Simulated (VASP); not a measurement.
# W2C (P-3m1) in VASP: further runs, part 2 of 3

VASP 6.6.1. The steps go on from the part before.

## Step 3: Single point, PBE

File INCAR:

```
ALGO = Normal
EDIFF = 1E-6
ENCUT = 600
GGA = PE
GGA_COMPAT = False
ISIF = 2
ISMEAR = 0
LASPH = True
LCHARG = False
LREAL = False
LWAVE = False
NBANDS = 23
NELM = 120
PREC = Accurate
SIGMA = 0.1
```

File KPOINTS:

```
k-points
0
Gamma
  3 3 2
```

File POSCAR:

```
W2C
1.0
    3.0700456420      0.0000000000      0.0000000000
   -1.5350228210      2.6587375167      0.0000000000
    0.0000000000      0.0000000000      4.6784280000
W C
2 1
Direct
    0.3333333333      0.6666666667      0.7463310000
    0.6666666667      0.3333333333      0.2536690000
    0.0000000000      0.0000000000      0.0000000000
```

Potentials or basis: VASP PAW PBE potentials, release 64 (W_sv, C).

Launch:

```console
$ cat potpaw_PBE.64/W_sv/POTCAR potpaw_PBE.64/C/POTCAR > POTCAR
$ mpirun -np 1 vasp_std > vasp.out
```

OUTCAR:

```text
EDIFF = 1E-6
   ENCUT = 600
   GGA = PE
   ISIF = 2
   ISMEAR = 0
   LASPH = True
   LREAL = False
   NELM = 120
   PREC = Accurate

 ion  position               nearest neighbor table
   1  0.333  0.667  0.746-   3 2.13   3 2.13   3 2.13   2 2.91   2 2.91   2 2.91   2 2.96   2 2.96
                             2 2.96
   2  0.667  0.333  0.254-   3 2.13   3 2.13   3 2.13   1 2.91   1 2.91   1 2.91   1 2.96   1 2.96
                             1 2.96
   3  0.000  0.000  0.000-   1 2.13   2 2.13   1 2.13   2 2.13   2 2.13   1 2.13

  LATTYP: Found a hexagonal cell.
 ALAT       =     3.0700456420
 C/A-ratio  =     1.5238952594

  Lattice vectors:

 A1 = (   3.0700456420,   0.0000000000,   0.0000000000)
 A2 = (  -1.5350228210,   2.6587375167,   0.0000000000)
 A3 = (   0.0000000000,   0.0000000000,   4.6784280000)

Analysis of symmetry for initial positions (statically):
=====================================================================
 Subroutine PRICEL returns:
 Original cell was already a primitive cell.

 Routine SETGRP: Setting up the symmetry group for a
 hexagonal supercell.

 Subroutine GETGRP returns: Found 12 space group operations
 (whereof 12 operations were pure point group operations)
 out of a pool of 24 trial point group operations.

The static configuration has the point symmetry D_3d.

Analysis of symmetry for dynamics (positions and initial velocities):
=====================================================================
 Subroutine PRICEL returns:
 Original cell was already a primitive cell.

 Routine SETGRP: Setting up the symmetry group for a
 hexagonal supercell.

 Subroutine GETGRP returns: Found 12 space group operations
 (whereof 12 operations were pure point group operations)
 out of a pool of 24 trial point group operations.

The dynamic configuration has the point symmetry D_3d.

 Subroutine INISYM returns: Found 12 space group operations
 (whereof 12 operations are pure point group operations),
 and found     1 'primitive' translations

----------------------------------------------------------------------------------------

                                     Primitive cell

  volume of cell :      38.1874

  direct lattice vectors                    reciprocal lattice vectors
     3.070045642  0.000000000  0.000000000     0.325728056  0.188059181  0.000000000
    -1.535022821  2.658737517  0.000000000     0.000000000  0.376118362  0.000000000
     0.000000000  0.000000000  4.678428000     0.000000000  0.000000000  0.213747011

  length of vectors
     3.070045642  3.070045642  4.678428000     0.376118362  0.376118362  0.213747011

  position of ions in fractional coordinates (direct lattice)
     0.333333333  0.666666667  0.746331000
     0.666666667  0.333333333  0.253669000
     0.000000000  0.000000000  0.000000000

  ion indices of the primitive-cell ions
   primitive index   ion index
                 1           1
                 2           2
                 3           3

----------------------------------------------------------------------------------------

 KPOINTS: k-points

Automatic generation of k-mesh.
 Grid dimensions read from file:
 generate k-points for:    3    3    2

 Generating k-lattice:

  Cartesian coordinates                     Fractional coordinates (reciprocal lattice)
     0.108576019  0.062686394  0.000000000     0.333333333  0.000000000  0.000000000
     0.000000000  0.125372787  0.000000000     0.000000000  0.333333333  0.000000000
     0.000000000  0.000000000  0.106873505     0.000000000  0.000000000  0.500000000

  Length of vectors
     0.125372787  0.125372787  0.106873505

  Shift w.r.t. Gamma in fractional coordinates (k-lattice)
     0.000000000  0.000000000  0.000000000

 Subroutine IBZKPT returns following result:
 ===========================================

 Found      6 irreducible k-points:

 Following reciprocal coordinates:
            Coordinates               Weight
  0.000000  0.000000  0.000000      1.000000
  0.333333 -0.000000  0.000000      6.000000
  0.333333  0.333333  0.000000      2.000000
  0.000000  0.000000  0.500000      1.000000
  0.333333 -0.000000  0.500000      6.000000
  0.333333  0.333333  0.500000      2.000000
   k-points           NKPTS =      6   k-points in BZ     NKDIM =      6   number of bands    NBANDS=     23
   number of dos      NEDOS =    301   number of ions     NIONS =      3
   total plane-waves  NPLWV =  31360
   dimension x,y,z NGX =    28 NGY =   28 NGZ =   40
   dimension x,y,z NGXF=    56 NGYF=   56 NGZF=   80
   ions per type =               2   1
   NGX,Y,Z   is equivalent  to a cutoff of  15.16, 15.16, 14.21 a.u.
   NGXF,Y,Z  is equivalent  to a cutoff of  30.32, 30.32, 28.43 a.u.
 SYSTEM =  unknown system
   PREC   = accura    normal or accurate (medium, high low for compatibility)
   ISTART =      0    job   : 0-new  1-cont  2-samecut
   ICHARG =      2    charge: 1-file 2-atom 10-const
   ISPIN  =      1    spin polarized calculation?
   LNONCOLLINEAR =      F non collinear calculations
   LSORBIT =      F    spin-orbit coupling
   LASPH  =      T    aspherical Exc in radial PAW
   ENCUT  =  600.0 eV  44.10 Ry    6.64 a.u.   6.13  6.13  9.34*2*pi/ulx,y,z
   NELM   =    120;   NELMIN=  2; NELMDL= -5     # of ELM steps
   EDIFF  = 0.1E-05   stopping-criterion for ELM
   LREAL  =      F    real-space projection
   EDIFFG = 0.1E-04   stopping-criterion for IOM
   NSW    =      0    number of steps for IOM
   IBRION =     -1    ionic relax: 0-MD 1-quasi-New 2-CG
   NFREE  =      0    steps in history (QN), initial steepest desc. (CG)
   ISIF   =      2    stress and relaxation
   ISYM   =      2    0-nonsym 1-usesym 2-fastsym
   POTIM  = 0.5000    time-step for ionic-motion
   TEBEG  =    0.0;   TEEND  =   0.0 temperature during run
   PSTRESS=    0.0 pullay stress
   NELECT =      32.0000    total number of electrons
   NUPDOWN=      -1.0000    fix difference up-down
   EMIN   =  10.00;   EMAX   =-10.00  energy-range for DOS
   EFERMI =   0.00;   METHOD = LEGACY
   ISMEAR =     0;   SIGMA  =   0.10  broadening in eV -4-tet -1-fermi 0-gaus
   EFERMI_NEDOS =   21; number of points for ismear=-14 and -15
   IALGO  =     38    algorithm
   IMIX   =      4    mixing-type and parameters
     AMIX     =   0.40;   BMIX     =  1.00
     AMIX_MAG =   1.60;   BMIX_MAG =  1.00
  volume/ion in A,a.u.               =      12.73        85.90
  Fermi-wavevector in a.u.,A,eV,Ry     =   1.543422  2.916645 32.411147  2.382152
  Thomas-Fermi vector in A             =   2.649087
   LORBIT       =      0    0 simple, 1 ext, 2 COOP (PROOUT), +10 PAW based schemes
   GGA     = PE    functional components
   LHFCALC =     F    Hartree Fock is set to
   AEXX    =    0.0000 exact exchange contribution
   IVDW    =     0    specifies the selected vdW correction
   LEPSILON=     F    determine dielectric tensor
   LRPA    =     F    only Hartree local field effects (RPA)
 non-spin polarized calculation
 Gauss-broadening in eV      SIGMA  =   0.10
  energy-cutoff  :      600.00
  volume of cell :       38.19
 maximum number of plane-waves:      1284
 NGX is ok and might be reduce to    28
   NGX = 13   NGY = 13   NGZ = 19

 number of electron      32.0000000 magnetization

 Free energy of the ion-electron system (eV)
  ---------------------------------------------------
  ext. energy  EPLUGINS =         0.00000000
  ---------------------------------------------------
  free energy    TOTEN  =       -34.58388826 eV

  energy without entropy =      -34.58388805  energy(sigma->0) =      -34.58388816

 E-fermi :  11.6416     XC(G=0): -13.4526

 val. band max:       11.2935564427   @ k =   0.3333  -0.0000   0.0000
 cond. band min:      11.9901585220   @ k =   0.3333  -0.0000   0.5000
 fundamental gap:      0.6966020794
 Fermi energy:        11.6416220695

 k-point     1 :       0.0000    0.0000    0.0000
  band No.  band energies     occupation
      1     -63.2363      2.00000
      2     -63.1607      2.00000
      3     -27.9198      2.00000
      4     -27.3059      2.00000
      5     -27.3059      2.00000
      6     -27.1711      2.00000
[... 15 lines left out ...]
     22      18.2514      0.00000
     23      18.9199      0.00000
[... 107 lines left out ...]
      1     -63.1673      2.00000
      2     -63.1673      2.00000
      3     -27.7590      2.00000
      4     -27.7590      2.00000
      5     -27.5982      2.00000
      6     -27.5739      2.00000
[... 15 lines left out ...]
     22      17.8929      0.00000
     23      17.9640      0.00000

------------------------ aborting loop because EDIFF is reached ----------------------------------------

  FORCE on cell =-STRESS in cart. coord.  units (eV):
  Direction    XX          YY          ZZ          XY          YZ          ZX
  --------------------------------------------------------------------------------------
  -------------------------------------------------------------------------------------
  Total        3.4611095      3.4611095     -5.2132257     -0.0000000      0.0000000      0.0000000
  in kB      145.2130579    145.2130579   -218.7242124     -0.0000000      0.0000000      0.0000000
  external PRESSURE =      23.9006345 kB  Pullay stress =       0.0000000 kB

 VOLUME and BASIS-vectors are now :
 -----------------------------------------------------------------------------
  energy-cutoff  :      600.00
  volume of cell :       38.19
      direct lattice vectors                 reciprocal lattice vectors
     3.070045642  0.000000000  0.000000000     0.325728056  0.188059181  0.000000000
    -1.535022821  2.658737517  0.000000000     0.000000000  0.376118362  0.000000000
     0.000000000  0.000000000  4.678428000     0.000000000  0.000000000  0.213747011

 POSITION                                       TOTAL-FORCE (eV/Angst)
 -----------------------------------------------------------------------------------
     -0.00000      1.77249      3.49166         0.000000      0.000000      0.627773
      1.53502      0.88625      1.18677         0.000000     -0.000000     -0.627773
      0.00000      0.00000      0.00000        -0.000000      0.000000      0.000000
 -----------------------------------------------------------------------------------
    total drift:                                0.000000      0.000000      0.000000

  FREE ENERGIE OF THE ION-ELECTRON SYSTEM (eV)
  ---------------------------------------------------
  free  energy   TOTEN  =       -34.5838882607 eV

  energy  without entropy=      -34.5838880542  energy(sigma->0) =      -34.58388816
```

OSZICAR:

```text
N       E                     dE             d eps       ncg     rms          rms(c)
DAV:   1     0.348632194436E+03    0.34863E+03   -0.20337E+04   276   0.179E+03
DAV:   2    -0.229221610234E+02   -0.37155E+03   -0.35938E+03   311   0.511E+02
DAV:   3    -0.378847423084E+02   -0.14963E+02   -0.14625E+02   332   0.981E+01
DAV:   4    -0.381143656571E+02   -0.22962E+00   -0.22871E+00   319   0.127E+01
DAV:   5    -0.381170237521E+02   -0.26581E-02   -0.26574E-02   347   0.142E+00    0.365E+01
DAV:   6    -0.347883319754E+02    0.33287E+01   -0.11018E+01   318   0.246E+01    0.126E+01
DAV:   7    -0.346207870736E+02    0.16754E+00   -0.10688E+00   283   0.757E+00    0.550E+00
DAV:   8    -0.345880696468E+02    0.32717E-01   -0.93400E-02   325   0.237E+00    0.572E-01
DAV:   9    -0.345842677125E+02    0.38019E-02   -0.10737E-02   298   0.956E-01    0.193E-01
DAV:  10    -0.345839090991E+02    0.35861E-03   -0.18420E-03   356   0.411E-01    0.553E-02
DAV:  11    -0.345838876483E+02    0.21451E-04   -0.13851E-04   352   0.109E-01    0.247E-02
DAV:  12    -0.345838882607E+02   -0.61242E-06   -0.79009E-06   304   0.243E-02
   1 F= -.34583888E+02 E0= -.34583888E+02  d E =-.206493E-06
```

stdout:

```text
POSCAR found type information on POSCAR W C
 POSCAR found :  2 types and       3 ions
 scaLAPACK will be used
 LDA part: xc-table for (Slater+PW92), standard interpolation
 POSCAR, INCAR and KPOINTS ok, starting setup
 FFT: planning ... GRIDC
 FFT: planning ... GRID_SOFT
 FFT: planning ... GRID
 WAVECAR not read
 entering main loop
```

Run time: 14 s. Hardware: 1 thread of Intel Xeon 8259CL, shared host; peak memory 0.18 GiB.

Results:

| Quantity | Value |
| --- | --- |
| Free energy | -34.5839 eV |
| Pressure | 2.4 GPa |
| Largest force | 0.628 eV/Å |
| Band gap on the k mesh | zero (band 16 reaches 12.46 eV, above the bottom of band 17 at 10.48 eV) |

Forces in eV/Å, atoms in the order of the input:
```
W    0.000  0.000  0.628
W    0.000  0.000 -0.628
C    0.000  0.000  0.000
```

Caveat: the k points lie up to 0.79 Å⁻¹ apart; spin-orbit coupling is left out, which moves the levels of the heavy elements.

## Step 4: Single point, PBE

File INCAR:

```
SYSTEM = W2C
  PREC = Accurate
  ENCUT = 600
  EDIFF = 1E-6
  ISMEAR = 0
  SIGMA = 0.1
  LREAL = .False.
  LASPH = .True.
  NELM = 120
  ALGO = Normal
  ISIF = 2
  LWAVE = .False.
  LCHARG = .False.
  GGA = PE
  ISYM = 0
  NBANDS = 23
  GGA_COMPAT = .False.
```

File KPOINTS:

```
Automatic mesh
0
Gamma
  3 3 1
  0.5 0.5 0
```

POSCAR is that of step 3.

Potentials or basis: VASP PAW PBE potentials, release 64 (W_sv, C).

Launch:

```console
$ cat potpaw_PBE.64/W_sv/POTCAR potpaw_PBE.64/C/POTCAR > POTCAR
$ mpirun -np 1 vasp_std > vasp.out
```

OUTCAR:

```text
SYSTEM = W2C
   PREC = Accurate
   ENCUT = 600
   EDIFF = 1E-6
   ISMEAR = 0
   LREAL = .False.
   LASPH = .True.
   NELM = 120
   ISIF = 2
   GGA = PE
   ISYM = 0

 ion  position               nearest neighbor table
   1  0.333  0.667  0.746-   3 2.13   3 2.13   3 2.13   2 2.91   2 2.91   2 2.91   2 2.96   2 2.96
                             2 2.96
   2  0.667  0.333  0.254-   3 2.13   3 2.13   3 2.13   1 2.91   1 2.91   1 2.91   1 2.96   1 2.96
                             1 2.96
   3  0.000  0.000  0.000-   1 2.13   2 2.13   1 2.13   2 2.13   2 2.13   1 2.13

IMPORTANT INFORMATION: All symmetrisations will be switched off!
NOSYMM: (Re-)initialisation of all symmetry stuff for point group C_1.

----------------------------------------------------------------------------------------

                                     Primitive cell

  volume of cell :      38.1874

  direct lattice vectors                    reciprocal lattice vectors
     3.070045642  0.000000000  0.000000000     0.325728056  0.188059181  0.000000000
    -1.535022821  2.658737517  0.000000000     0.000000000  0.376118362  0.000000000
     0.000000000  0.000000000  4.678428000     0.000000000  0.000000000  0.213747011

  length of vectors
[... 126 lines left out ...]
 cond. band min:      11.6633275010   @ k =  -0.3333   0.1667   0.0000
 fundamental gap:      0.0000000331
 Fermi energy:        11.6633274761

 k-point     1 :       0.1667    0.1667    0.0000
  band No.  band energies     occupation
      1     -63.1984      2.00000
      2     -63.1479      2.00000
      3     -27.7171      2.00000
      4     -27.5443      2.00000
      5     -27.5433      2.00000
      6     -27.3540      2.00000
[... 379 lines left out ...]
     22      15.3322      0.00000
     23      18.1094      0.00000

------------------------ aborting loop because EDIFF is reached ----------------------------------------

  FORCE on cell =-STRESS in cart. coord.  units (eV):
  Direction    XX          YY          ZZ          XY          YZ          ZX
  --------------------------------------------------------------------------------------
  -------------------------------------------------------------------------------------
  Total       -0.0070399     -0.0070407     -2.9695977     -0.0000045      0.0000022     -0.0000014
  in kB       -0.2953645     -0.2953972   -124.5913679     -0.0001881      0.0000934     -0.0000588
  external PRESSURE =     -41.7273765 kB  Pullay stress =       0.0000000 kB

 VOLUME and BASIS-vectors are now :
 -----------------------------------------------------------------------------
  energy-cutoff  :      600.00
  volume of cell :       38.19
      direct lattice vectors                 reciprocal lattice vectors
     3.070045642  0.000000000  0.000000000     0.325728056  0.188059181  0.000000000
    -1.535022821  2.658737517  0.000000000     0.000000000  0.376118362  0.000000000
     0.000000000  0.000000000  4.678428000     0.000000000  0.000000000  0.213747011

 POSITION                                       TOTAL-FORCE (eV/Angst)
 -----------------------------------------------------------------------------------
     -0.00000      1.77249      3.49166        -0.000000      0.000000      0.896636
      1.53502      0.88625      1.18677         0.000000      0.000000     -0.896925
      0.00000      0.00000      0.00000         0.000000     -0.000000      0.000289
 -----------------------------------------------------------------------------------
    total drift:                                0.000000     -0.000000      0.000404

  FREE ENERGIE OF THE ION-ELECTRON SYSTEM (eV)
  ---------------------------------------------------
  free  energy   TOTEN  =       -35.5108116525 eV

  energy  without entropy=      -35.4982741062  energy(sigma->0) =      -35.50454288
```

Wall time 27 s (1 thread of Intel Xeon 8259CL, shared host); peak memory 0.18 GiB.

Results:

```yaml
Free_energy: -35.5108 eV
Pressure: -4.2 GPa
Largest_force: 0.897 eV/Å
Band_gap_on_the_k_mesh: zero (band 16 reaches 12.94 eV, above the bottom of band 17 at 10.92 eV)
```

Forces on the atoms (eV/Å):
```
W    0.000  0.000  0.897
W    0.000  0.000 -0.897
C    0.000  0.000  0.000
```

Stress tensor (GPa, compression positive):
```
 -0.03   0.00   0.00
  0.00  -0.03   0.00
  0.00   0.00 -12.46
```

Caveat: the k points lie up to 1.34 Å⁻¹ apart; spin-orbit coupling is left out, which moves the levels of the heavy elements.

[end of part 2 of 3]
